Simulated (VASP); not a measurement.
Write the native input for VASP 6.6.1 that does the following.

| Quantity | Value |
| --- | --- |
| Task | single point |
| Functional | PBE |
| Dispersion | D3(BJ) |
| Potentials or basis | VASP PAW PBE potentials, release 64 (Sn_d, O, Cu) |
| Cutoff | 520 eV |
| k mesh | 7 × 7 × 1 |
| Occupations | gaussian, width 0.05 eV |
| Spin | collinear spin |
| Starting moments | [0.0, 0.0, 0.0, 0.0, 1.0] μB |
| Dipole correction | yes |
| Further INCAR settings | ALGO = Normal; EDIFF = 1e-06; NBANDS = 38 |

The structure of CuSn2O2 lies in POSCAR:

```
CuSn2O2
1.0
    3.8201708766      0.0000000000      0.0000000000
    0.0000000000      3.8201708766      0.0000000000
    0.0000000000      0.0000000000     19.3630360333
Sn O Cu
2 2 1
Direct
    0.5000000000      0.0000000000      0.2065791745
    0.0000000000      0.5000000000      0.3286176828
    0.0000000000      0.0000000000      0.2675984287
    0.5000000000      0.5000000000      0.2675984287
    0.2500000000      1.0000000000      0.4835520637
```

One way to write it, as run:

INCAR

```
SYSTEM = CuSn2O2
  ALGO = Normal
  DIPOL = 0.5 0.5 0.311
  EDIFF = 1E-6
  ENCUT = 520
  GGA = PE
  IDIPOL = 3
  ISIF = 2
  ISMEAR = 0
  ISPIN = 2
  IVDW = 12
  LASPH = .True.
  LCHARG = .True.
  LDIPOL = .True.
  LELF = .True.
  LMAXMIX = 4
  LORBIT = 11
  LREAL = .False.
  LVACPOTAV = .True.
  LVHAR = .True.
  LWAVE = .False.
  MAGMOM = 0 0 0 0 1
  NBANDS = 38
  NELM = 150
  PREC = Accurate
  SIGMA = 0.05
```

KPOINTS

```
k-points
0
Gamma
  7 7 1
  0 0 0
```

Potentials or basis: VASP PAW PBE potentials, release 64 (Sn_d, O, Cu).

Launch:

```sh
$ cat potpaw_PBE.64/Sn_d/POTCAR potpaw_PBE.64/O/POTCAR potpaw_PBE.64/Cu/POTCAR > POTCAR
$ mpirun -np 1 vasp_std > vasp.out
```

Results of the run:

| Property | Result |
| --- | --- |
| Largest force | 0.305 eV/Å |
| Net moment | 0.00 μB per cell |
| Valence electrons inside the program's atomic spheres | Sn 12.10, 12.08; O 5.00; Cu 9.72 |
| Dispersion energy per atom | -0.168 eV |

Run time: 9.4 min on 1 thread of Intel(R) Xeon(R) Platinum 8259CL CPU @ 2.50GHz (Skylake/Cascade Lake), with other jobs on the host, peak memory 0.57 GiB.
